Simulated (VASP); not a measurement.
Runs of VASP 6.6.1 on Ti. The structure is that of space group P6_3/mmc (No. 194), or close to it. The cells are those of the table. 

| cell | gap on the mesh (eV) | pressure (GPa) |
| --- | --- | --- |
| a = 3.072, b = 3.072, c = 4.638 Å, angles 90.0, 90.0, 120.0°, 2 atoms | none | -8.8 |
| a = 2.935, b = 2.935, c = 5.195 Å, angles 90.0, 90.0, 120.0°, 2 atoms | none | (a) |
| a = 3.004, b = 3.004, c = 5.010 Å, angles 90.0, 90.0, 120.0°, 2 atoms | none | -11.3 |
| a = 3.140, b = 3.141, c = 4.453 Å, angles 90.0, 90.0, 120.0°, 2 atoms | none | -8.8 |

Alike in all rows: task single point; level r2SCAN; potentials or basis VASP PAW PBE potentials, release 64 (Ti_sv); no spin polarisation; k mesh 18 × 18 × 10; cutoff (eV) 520; smearing methfessel-paxton 0.05 eV.

**Question.** Fill in the values left out.

**Answer.** (a) -10.4.

Caveats: the PAW data sets were made with another functional, which shifts forces and pressure a little; the cell stands under tension (at least some runs); the stress differs along the axes, from -19 to -6 GPa (at least some runs); the stress differs along the axes, from -15 to -9 GPa (at least some runs); the stress differs along the axes, from -12 to -2 GPa (at least some runs).

A gap of «none» marks levels without a gap at the run's occupations.
